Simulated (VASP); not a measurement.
# Hf2Ge3 (P-3m1) in VASP: a series of runs

Hf2Ge3 is run at these levels: PBE; tasks: single point.

All numbers are computed with VASP 6.6.1; they aren't measurements. Logs are shortened: lines on timing, memory, paths and dates and some standing lists are left out, and cuts for length are marked.

## (1) The cell of the first run

Symmetry: P-3m1, No. 164, trigonal system. The conventional cell has a = 4.560 Å, b = 4.560 Å, c = 5.600 Å, α = 90.00°, β = 90.00°, γ = 120.00°. Within 3.6 Å of Hf (site symmetry 3m) lie 8 Ge at 2.73 to 2.87 Å and 3 Hf at 3.17 Å. Within 3.7 Å of Ge (site symmetry -3m) lie 6 Hf at 2.78 Å and 6 Ge at 3.30 Å. Within 3.6 Å of Ge (site symmetry 3m) lie 5 Hf at 2.73 to 2.87 Å and 6 Ge at 3.09 to 3.30 Å.

The cell was built from a structure type or drawn by symmetry, and may not be a known phase.

## (2) Single point, PBE

INCAR

```
  PREC = Accurate
  ENCUT = 520
  EDIFF = 1E-7
  ISMEAR = 0
  SIGMA = 0.1
  LREAL = F
  LASPH = T
  NELM = 60
  ALGO = Normal
  ISIF = 2
  LWAVE = F
  LCHARG = F
  GGA = PE
  NBANDS = 39
```

KPOINTS

```
Automatic mesh
0
Gamma
  6 6 4
```

POSCAR

```
Hf2Ge3
1.0
    4.5600666700      0.0000000000      0.0000000000
   -2.2800333400      3.9491335800      0.0000000000
    0.0000000000      0.0000000000      5.5996101200
Hf Ge
2 3
Direct
    0.3333333300      0.6666666700      0.1568725000
    0.6666666700      0.3333333300      0.8431275000
    0.0000000000      0.0000000000      0.0000000000
    0.3333333300      0.6666666700      0.6449289300
    0.6666666700      0.3333333300      0.3550710700
```

Potentials or basis: VASP PAW PBE potentials, release 64 (Hf_pv, Ge_d).

Command:

```sh
$ cat potpaw_PBE.64/Hf_pv/POTCAR potpaw_PBE.64/Ge_d/POTCAR > POTCAR
$ mpirun -np 1 vasp_std > vasp.out
```

OUTCAR:

```text
PREC = Accurate
   ENCUT = 520
   EDIFF = 1E-7
   ISMEAR = 0
   LREAL = F
   LASPH = T
   NELM = 60
   ISIF = 2
   GGA = PE

 ion  position               nearest neighbor table
   1  0.333  0.667  0.157-   4 2.73   3 2.78   3 2.78   3 2.78   5 2.86   5 2.86   5 2.86   4 2.87
                             2 3.17   2 3.17   2 3.17
   2  0.667  0.333  0.843-   5 2.73   3 2.78   3 2.78   3 2.78   4 2.86   4 2.86   4 2.86   5 2.87
                             1 3.17   1 3.17   1 3.17
   3  0.000  0.000  0.000-   1 2.78   2 2.78   2 2.78   1 2.78   2 2.78   1 2.78
   4  0.333  0.667  0.645-   1 2.73   2 2.86   2 2.86   2 2.86   1 2.87
   5  0.667  0.333  0.355-   2 2.73   1 2.86   1 2.86   1 2.86   2 2.87

  LATTYP: Found a hexagonal cell.
 ALAT       =     4.5600666700
 C/A-ratio  =     1.2279667218

  Lattice vectors:

 A1 = (   4.5600666700,   0.0000000000,   0.0000000000)
 A2 = (  -2.2800333400,   3.9491335800,   0.0000000000)
 A3 = (   0.0000000000,   0.0000000000,   5.5996101200)

Analysis of symmetry for initial positions (statically):
=====================================================================
 Subroutine PRICEL returns:
 Original cell was already a primitive cell.

 Routine SETGRP: Setting up the symmetry group for a
 hexagonal supercell.

 Subroutine GETGRP returns: Found 12 space group operations
 (whereof 12 operations were pure point group operations)
 out of a pool of 24 trial point group operations.

The static configuration has the point symmetry D_3d.

Analysis of symmetry for dynamics (positions and initial velocities):
=====================================================================
 Subroutine PRICEL returns:
 Original cell was already a primitive cell.

 Routine SETGRP: Setting up the symmetry group for a
 hexagonal supercell.

 Subroutine GETGRP returns: Found 12 space group operations
 (whereof 12 operations were pure point group operations)
 out of a pool of 24 trial point group operations.

The dynamic configuration has the point symmetry D_3d.

 Subroutine INISYM returns: Found 12 space group operations
 (whereof 12 operations are pure point group operations),
 and found     1 'primitive' translations

----------------------------------------------------------------------------------------

[... 95 lines left out ...]
   ENCUT  =  520.0 eV  38.22 Ry    6.18 a.u.   8.48  8.48 10.41*2*pi/ulx,y,z
   NELM   =     60;   NELMIN=  2; NELMDL= -5     # of ELM steps
   EDIFF  = 0.1E-06   stopping-criterion for ELM
   LREAL  =      F    real-space projection
   EDIFFG = 0.1E-05   stopping-criterion for IOM
   NSW    =      0    number of steps for IOM
   IBRION =     -1    ionic relax: 0-MD 1-quasi-New 2-CG
   NFREE  =      0    steps in history (QN), initial steepest desc. (CG)
   ISIF   =      2    stress and relaxation
   ISYM   =      2    0-nonsym 1-usesym 2-fastsym
   POTIM  = 0.5000    time-step for ionic-motion
   TEBEG  =    0.0;   TEEND  =   0.0 temperature during run
   PSTRESS=    0.0 pullay stress
   NELECT =      62.0000    total number of electrons
   NUPDOWN=      -1.0000    fix difference up-down
   EMIN   =  10.00;   EMAX   =-10.00  energy-range for DOS
   EFERMI =   0.00;   METHOD = LEGACY
   ISMEAR =     0;   SIGMA  =   0.10  broadening in eV -4-tet -1-fermi 0-gaus
   EFERMI_NEDOS =   21; number of points for ismear=-14 and -15
   IALGO  =     38    algorithm
   IMIX   =      4    mixing-type and parameters
     AMIX     =   0.40;   BMIX     =  1.00
     AMIX_MAG =   1.60;   BMIX_MAG =  1.00
  volume/ion in A,a.u.               =      20.17       136.10
  Fermi-wavevector in a.u.,A,eV,Ry     =   1.392072  2.630635 26.366258  1.937865
  Thomas-Fermi vector in A             =   2.515850
   LORBIT       =      0    0 simple, 1 ext, 2 COOP (PROOUT), +10 PAW based schemes
   GGA     = PE    functional components
   LHFCALC =     F    Hartree Fock is set to
   AEXX    =    0.0000 exact exchange contribution
   IVDW    =     0    specifies the selected vdW correction
   LEPSILON=     F    determine dielectric tensor
   LRPA    =     F    only Hartree local field effects (RPA)
 non-spin polarized calculation
 Gauss-broadening in eV      SIGMA  =   0.10
  energy-cutoff  :      520.00
  volume of cell :      100.84
 maximum number of plane-waves:      2763
 NGX is ok and might be reduce to    36
   NGX = 17   NGY = 17   NGZ = 21

 number of electron      62.0000011 magnetization

 Free energy of the ion-electron system (eV)
  ---------------------------------------------------
  ext. energy  EPLUGINS =         0.00000000
  ---------------------------------------------------
  free energy    TOTEN  =       -33.82219175 eV

  energy without entropy =      -33.79665053  energy(sigma->0) =      -33.80942114

 E-fermi :   5.8920     XC(G=0): -11.1237

 val. band max:        5.8784343011   @ k =   0.1667   0.0000   0.0000
 cond. band min:       5.8943723121   @ k =   0.3333   0.3333   0.2500
 fundamental gap:      0.0159380109
 Fermi energy:         5.8919629638

 k-point     1 :       0.0000    0.0000    0.0000
  band No.  band energies     occupation
      1     -25.0442      2.00000
      2     -25.0090      2.00000
      3     -25.0090      2.00000
      4     -24.8837      2.00000
      5     -24.8237      2.00000
      6     -24.8237      2.00000
[... 997 lines left out ...]
     38       9.3569      0.00000
     39      10.3408      0.00000

------------------------ aborting loop because EDIFF is reached ----------------------------------------

  FORCE on cell =-STRESS in cart. coord.  units (eV):
  Direction    XX          YY          ZZ          XY          YZ          ZX
  --------------------------------------------------------------------------------------
  -------------------------------------------------------------------------------------
  Total        3.2350881      3.2350881      0.6439489     -0.0000000      0.0000000     -0.0000000
  in kB       51.4003283     51.4003283     10.2313082     -0.0000001      0.0000000     -0.0000000
  external PRESSURE =      37.6773216 kB  Pullay stress =       0.0000000 kB

 VOLUME and BASIS-vectors are now :
 -----------------------------------------------------------------------------
  energy-cutoff  :      520.00
  volume of cell :      100.84
      direct lattice vectors                 reciprocal lattice vectors
     4.560066670  0.000000000  0.000000000     0.219295039  0.126610050  0.000000000
    -2.280033340  3.949133580  0.000000000     0.000000000  0.253220100  0.000000000
     0.000000000  0.000000000  5.599610120     0.000000000  0.000000000  0.178583862

 POSITION                                       TOTAL-FORCE (eV/Angst)
 -----------------------------------------------------------------------------------
     -0.00000      2.63276      0.87842        -0.000000     -0.000000     -0.674562
      2.28003      1.31638      4.72119         0.000000      0.000000      0.674562
      0.00000      0.00000      0.00000        -0.000000      0.000000      0.000000
     -0.00000      2.63276      3.61135        -0.000000      0.000000     -0.107996
      2.28003      1.31638      1.98826         0.000000     -0.000000      0.107996
 -----------------------------------------------------------------------------------
    total drift:                               -0.000000      0.000000     -0.000000

  FREE ENERGIE OF THE ION-ELECTRON SYSTEM (eV)
  ---------------------------------------------------
  free  energy   TOTEN  =       -33.8221917493 eV

  energy  without entropy=      -33.7966505280  energy(sigma->0) =      -33.80942114
```

OSZICAR:

```text
N       E                     dE             d eps       ncg     rms          rms(c)
DAV:   1     0.610325412488E+03    0.61033E+03   -0.30564E+04  2340   0.378E+03
DAV:   2     0.701996869813E+02   -0.54013E+03   -0.52077E+03  1872   0.906E+02
DAV:   3    -0.286777240726E+02   -0.98877E+02   -0.95858E+02  2105   0.210E+02
DAV:   4    -0.349350890694E+02   -0.62574E+01   -0.61186E+01  2321   0.567E+01
DAV:   5    -0.350992746420E+02   -0.16419E+00   -0.16395E+00  2209   0.101E+01    0.622E+01
DAV:   6    -0.340084822657E+02    0.10908E+01   -0.23767E+00  2601   0.669E+00    0.379E+01
DAV:   7    -0.338565153733E+02    0.15197E+00   -0.14693E+00  2163   0.773E+00    0.311E+00
DAV:   8    -0.338275409411E+02    0.28974E-01   -0.33287E-01  2198   0.381E+00    0.199E+00
DAV:   9    -0.338226091360E+02    0.49318E-02   -0.37018E-02  2271   0.100E+00    0.518E-01
DAV:  10    -0.338222219907E+02    0.38715E-03   -0.56680E-03  2416   0.196E+00    0.204E-01
DAV:  11    -0.338221844457E+02    0.37545E-04   -0.10701E-03  2397   0.352E-01    0.731E-02
DAV:  12    -0.338221846152E+02   -0.16948E-06   -0.16169E-04  2900   0.132E-01    0.421E-02
DAV:  13    -0.338221905320E+02   -0.59168E-05   -0.33791E-05  2385   0.775E-02    0.134E-02
DAV:  14    -0.338221913178E+02   -0.78577E-06   -0.26965E-06  2173   0.119E-02    0.314E-03
DAV:  15    -0.338221916405E+02   -0.32275E-06   -0.49785E-07  1817   0.480E-03    0.408E-03
DAV:  16    -0.338221917710E+02   -0.13054E-06   -0.12680E-07  1514   0.300E-03    0.928E-04
DAV:  17    -0.338221917493E+02    0.21744E-07   -0.25096E-08  1405   0.151E-03
   1 F= -.33822192E+02 E0= -.33809421E+02  d E =-.255412E-01
```

stdout:

```text
POSCAR found type information on POSCAR HfGe
 POSCAR found :  2 types and       5 ions
 scaLAPACK will be used
 LDA part: xc-table for (Slater+PW92), standard interpolation
 POSCAR, INCAR and KPOINTS ok, starting setup
 FFT: planning ... GRIDC
 FFT: planning ... GRID_SOFT
 FFT: planning ... GRID
 WAVECAR not read
 entering main loop
```

It took 76 s on 1 thread of AMD EPYC 9R45 (Zen 5), shared host; peak memory 0.23 GiB.

Results:

```
Free energy            : -33.8222 eV
Pressure               : 3.8 GPa
Largest force          : 0.675 eV/Å
Band gap on the k mesh : zero (bands 31 and 32 overlap by 0.76 eV)
```

Forces in eV/Å, atoms in the order of the input:
```
Hf   0.000  0.000 -0.675
Hf   0.000  0.000  0.675
Ge   0.000  0.000  0.000
Ge   0.000  0.000 -0.108
Ge   0.000  0.000  0.108
```

Caveat: the cell stands under pressure; spin-orbit coupling is left out, which moves the levels of the heavy elements.

## (3) Single point, PBE

This run uses another cell than the first one, of 21.28 Å³/atom.

INCAR

```
PREC     = Accurate       # precision mode
ENCUT    = 520            # plane-wave cutoff, eV
EDIFF    = 1E-6           # SCF threshold, eV
ISMEAR   = 0              # smearing method
SIGMA    = 0.1            # smearing width, eV
LREAL    = False          # projectors in reciprocal space
LASPH    = True           # aspherical terms in the spheres
NELM     = 60             # most SCF steps
ALGO     = Normal         # electronic algorithm
ISIF     = 2              # what is computed and relaxed
LWAVE    = False          # write WAVECAR
LCHARG   = True           # write CHGCAR
GGA      = PE             # functional
LELF     = True           # ELF
LVHAR    = True         
NBANDS   = 39             # bands
```

KPOINTS is that of step 2.

POSCAR

```
Hf2Ge3
1.0
    4.6976116102      0.0000000030      0.0000000000
   -2.3488058077      4.0682509901      0.0000000000
    0.0000000000      0.0000000000      5.5667917582
Hf Ge
2 3
Direct
    0.3333333333      0.6666666667      0.1246011356
    0.6666666667      0.3333333333      0.8753988644
    0.0000000000      0.0000000000      0.0000000000
    0.3333333333      0.6666666667      0.6162347106
    0.6666666667      0.3333333333      0.3837652894
```

Potentials or basis: VASP PAW PBE potentials, release 64 (Hf_pv, Ge_d).

Command:

```sh
$ cat potpaw_PBE.64/Hf_pv/POTCAR potpaw_PBE.64/Ge_d/POTCAR > POTCAR
$ mpirun -np 1 vasp_std > vasp.out
```

Run time: 66 s. Hardware: 1 thread of AMD EPYC 9R45 (Zen 5), shared host; peak memory 0.23 GiB.

It converged, with:

| Property | Result |
| --- | --- |
| Free energy | -34.0943 eV |
| Pressure | -0.2 GPa |
| Largest force | 0.015 eV/Å |
| Band gap on the k mesh | zero (bands 31 and 32 overlap by 1.35 eV) |

Forces on the atoms (eV/Å):
```
Hf   0.000  0.000 -0.015
Hf   0.000  0.000  0.015
Ge   0.000  0.000  0.000
Ge   0.000  0.000  0.007
Ge   0.000  0.000 -0.007
```

Stress tensor (GPa, compression positive):
```
-0.25  0.00  0.00
 0.00 -0.25  0.00
 0.00  0.00  0.01
```

Levels at points of the mesh, in eV from the Fermi level:
```csv
k point,band 29,band 30,band 31,band 32,band 33,band 34
"(0.00, 0.00, 0.00)",-1.66,-0.40,-0.39,-0.39,1.75,1.84
"(0.50, 0.00, 0.00)",-1.49,-0.86,-0.21,0.09,0.32,0.36
"(0.00, 0.00, 0.50)",-1.29,-1.29,-0.81,-0.81,0.60,2.48
"(0.50, 0.00, 0.50)",-2.02,-0.87,-0.41,-0.02,2.01,2.04
```

Caveat: spin-orbit coupling is left out, which moves the levels of the heavy elements.
